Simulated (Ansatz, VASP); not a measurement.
# Two plane-wave programs on Pb

Contents of INCAR:

```
ALGO     = Normal         # electronic algorithm
EDIFF    = 1E-6           # SCF threshold, eV
ENCUT    = 520            # plane-wave cutoff, eV
GGA      = PE             # functional
ISIF     = 2              # what is computed and relaxed
ISMEAR   = 0              # smearing method
LASPH    = T              # aspherical terms in the spheres
LCHARG   = F              # write CHGCAR
LREAL    = F              # projectors in reciprocal space
LWAVE    = F              # write WAVECAR
NBANDS   = 13             # bands
NELM     = 100            # most SCF steps
PREC     = Accurate       # precision mode
SIGMA    = 0.05           # smearing width, eV
```

KPOINTS

```
k-points
0
Gamma
  16 16 16
```

File POSCAR:

```
Pb
1.0
   -1.9741532940      1.9741532940      1.9741532940
    1.9741532940     -1.9741532940      1.9741532940
    1.9741532940      1.9741532940     -1.9741532940
Pb
1
Direct
    0.0000000000      0.0000000000      0.0000000000
```

Input for Ansatz:

```yaml
crystal:
  lattice:
    - [-1.974153294, 1.974153294, 1.974153294]
    - [1.974153294, -1.974153294, 1.974153294]
    - [1.974153294, 1.974153294, -1.974153294]
  atoms:
    - { symbol: Pb, position: [0.0, 0.0, 0.0] }
basis:
  ecutwfc: 420
  ecutrho_ratio: 4
kpoints:
  mp_grid: { grid: [16, 16, 16] }
hamiltonian:
  xc: pbe
scf:
  occupations: { method: gaussian, width: 0.05 }
output:
  forces: true
  stress: true
  eigenvalues: true
```

Alike in both runs: task single point; functional PBE; k mesh 16 × 16 × 16; occupations gaussian, width 0.05 eV; no spin polarisation.

|  | VASP | Ansatz |
| --- | --- | --- |
| version | VASP 6.6.1 | Ansatz 0.2.0 |
| potentials or method | VASP PAW PBE potentials, release 64 (Pb_d), cutoff 520 eV | scalar-relativistic, plane waves, PAW |
| valence electrons in the cell | 14 | 14 |

```tsv
	VASP	Ansatz	Ansatz less VASP
pressure (GPa)	1.5	1.5	+0.05
```

The functional is the same, so the differences come from potentials, cutoffs and numerics.

Neither program's run includes spin-orbit coupling.
